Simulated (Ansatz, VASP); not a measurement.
## MgO in VASP and in Ansatz

File INCAR:

```
ALGO = Normal
EDIFF = 1E-6
ENCUT = 600
GGA = PE
GGA_COMPAT = False
ISIF = 2
ISMEAR = -1
LASPH = True
LCHARG = False
LREAL = False
LWAVE = False
NBANDS = 11
NELM = 120
PREC = Accurate
SIGMA = 0.3
```

File KPOINTS:

```
k-points
0
Gamma
  9 9 9
```

The input POSCAR:

```
MgO
1.0
    0.0000000000      2.1320000000      2.1320000000
    2.1320000000      0.0000000000      2.1320000000
    2.1320000000      2.1320000000      0.0000000000
Mg O
1 1
Direct
    0.0000000000      0.0000000000      0.0000000000
    0.5000000000      0.5000000000      0.5000000000
```

Input for Ansatz:

```yaml
crystal:
  lattice:
    - [0.0, 2.132, 2.132]
    - [2.132, 0.0, 2.132]
    - [2.132, 2.132, 0.0]
  atoms:
    - { symbol: Mg, position: [0.0, 0.0, 0.0] }
    - { symbol: O, position: [0.5, 0.5, 0.5] }
hamiltonian:
  xc: pbe
  pseudopotentials: { kind: paw }
basis:
  ecutwfc: 420
kpoints:
  mp_grid: { grid: [9, 9, 9] }
scf:
  occupations: { method: fermi_dirac, width: 0.3 }
  lower_state_search: "off"
  max_iter: 70
output:
  forces: true
  stress: true
```

Alike in both runs: task single point; functional PBE; k mesh 9 × 9 × 9; occupations fermi-dirac, width 0.3 eV; no spin polarisation.

```csv
,VASP,Ansatz
version,VASP 6.6.1,Ansatz 0.2.0
potentials or method,"VASP PAW PBE potentials, release 64 (Mg, O), cutoff 600 eV","PAW, plane waves, scalar-relativistic"
valence electrons in the cell,8,16
```

|  | VASP | Ansatz | Ansatz less VASP |
| --- | --- | --- | --- |
| pressure (GPa) | -2.1 | -1.1 | +1.03 |

VASP's potentials hold 8 valence electrons a cell and Ansatz's 16, so a difference there can come from the potentials and not from the codes.
